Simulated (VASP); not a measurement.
Ta4O:

```
Ta O
1.0
     4.39592    0.00000    0.00000
     0.00000    4.39592    0.00000
     0.00000    0.00000    4.39592
Ta O
4 1
Direct
  0.26377 0.73623 0.73623
  0.73623 0.26377 0.73623
  0.73623 0.73623 0.26377
  0.26377 0.26377 0.26377
  0.00000 0.00000 0.00000
```

Base run:

```yaml
Program: VASP 6.6.1
Functional: PBE
Potentials_or_basis: VASP PAW PBE potentials, release 64 (Ta_sv_GW, O)
Cutoff: 600 eV
k_mesh: 4 × 4 × 4
Occupations: gaussian, width 0.1 eV
Spin: collinear spin, ferromagnetic start
Starting_moments: "[1.0, 1.0, 1.0, 1.0, 0.0] μB"
```

Its results: band gap on the k mesh zero (filled and empty bands overlap); pressure -0.3 GPa; net moment 0.00 μB per cell; largest force 0.044 eV/Å.

Q: The run is repeated on the same cell with these changes: potentials or basis from VASP PAW PBE potentials, release 64 (Ta_sv_GW, O) to VASP PAW PBE potentials, release 64 (Ta_pv, O); cutoff from 600 eV to 520 eV; further incar settings from ALGO = Normal; EDIFF = 1e-06; NBANDS = 41 to ALGO = Normal; EDIFF = 1e-07; NBANDS = 37; valence electrons from 58 to 50. What comes out?

A: Band gap on the k mesh zero (filled and empty bands overlap); pressure 0.1 GPa; net moment 0.00 μB per cell; largest force 0.058 eV/Å.

Caveats: spin-orbit coupling is left out, which moves the levels of the heavy elements.
